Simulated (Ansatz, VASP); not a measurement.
SnO: VASP beside Ansatz

```
CELL_PARAMETERS angstrom
2.75290 -2.56137 0.00000
2.75290 2.56137 0.00000
-0.02044 0.00000 4.94853
ATOMIC_POSITIONS crystal
Sn 0.30541 0.30541 0.24574
Sn 0.69459 0.69459 0.75426
O 0.78591 0.21409 0.00000
O 0.21409 0.78591 0.00000
```

Alike in both runs: task relaxation of cell and atoms; functional PBE; k mesh 4 × 4 × 4; occupations gaussian, width 0.1 eV; no spin polarisation.

```csv
,VASP,Ansatz
version,VASP 6.6.1,Ansatz 0.2.0
potentials or method,"VASP PAW PBE potentials, release 64 (Sn_d, O), cutoff 600 eV","scalar-relativistic, plane waves, PAW"
valence electrons in the cell,40,40
```

```csv
,VASP,Ansatz,Ansatz less VASP
"gap on the k mesh at the Fermi level, each at its own relaxed structure (eV)",0.50,0.49,-0.019
relaxed volume (Å³/atom),19.02,18.93,-0.089
relaxed cell length with the largest relative difference (Å),5.083,5.057,-0.0251
```
